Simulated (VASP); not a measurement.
## AlIn2N3: single point with PBE

Crystal: AlIn2N3.

```
Al In N
1.0
     2.42103    1.39778    4.83214
    -2.42103    1.39778    4.83214
     0.00000   -2.79557    4.83214
Al In N
1 2 3
Direct
  0.88805 0.88805 0.88805
  0.32709 0.32709 0.32709
  0.64553 0.64553 0.64553
  0.97619 0.52536 0.97619
  0.97619 0.97619 0.52536
  0.52536 0.97619 0.97619
```

The cell was built from a structure type or drawn by symmetry, and may not be a known phase.

- Program: VASP 6.6.1
- Task: single point
- Functional: PBE
- Potentials or basis: VASP PAW PBE potentials, release 64 (Al, In_d, N)
- Cutoff: 520 eV
- k mesh: 6 × 6 × 6
- Occupations: gaussian, width 0.1 eV
- Spin: no spin polarisation
- Dipole correction: no
- Further INCAR settings: ALGO = Normal; EDIFF = 1e-06; NBANDS = 31

```json
{
  "Pressure": "26.4 GPa",
  "Largest force": "17.649 eV/Å",
  "Band gap on the k mesh": "zero (bands 22 and 23 overlap by 2.01 eV)"
}
```

Forces in eV/Å, atoms in the order of the input:
```
Al   0.000  0.000 17.649
In   0.000  0.000 -0.061
In   0.000  0.000  0.911
N    6.915 -3.992 -6.166
N    0.000  7.985 -6.166
N   -6.915 -3.992 -6.166
```

Stress tensor (GPa, compression positive):
```
28.66  0.00  0.00
 0.00 28.66  0.00
 0.00  0.00 21.83
```

Levels at points of the mesh, in eV from the Fermi level:
```tsv
k point	band 20	band 21	band 22	band 23	band 24	band 25
(0.00, 0.00, 0.00)	-1.60	0.99	0.99	1.07	1.44	1.44
(0.50, 0.00, 0.00)	-2.20	-2.10	-0.37	-0.29	0.88	1.17
(0.50, 0.50, 0.00)	-1.45	-0.96	-0.79	-0.52	0.75	1.10
(0.50, 0.50, 0.50)	-1.58	0.04	1.42	1.42	1.68	1.91
```

Run time: 120 s on 1 thread of Intel(R) Xeon(R) Platinum 8259CL CPU @ 2.50GHz (Skylake/Cascade Lake) (shared host), peak memory 0.3 GiB.

Caveat: the cell stands under pressure; spin-orbit coupling is left out, which moves the levels of the heavy elements; forces of over 1 eV/Å act on the atoms, so gaps and moduli don't describe the material at rest.
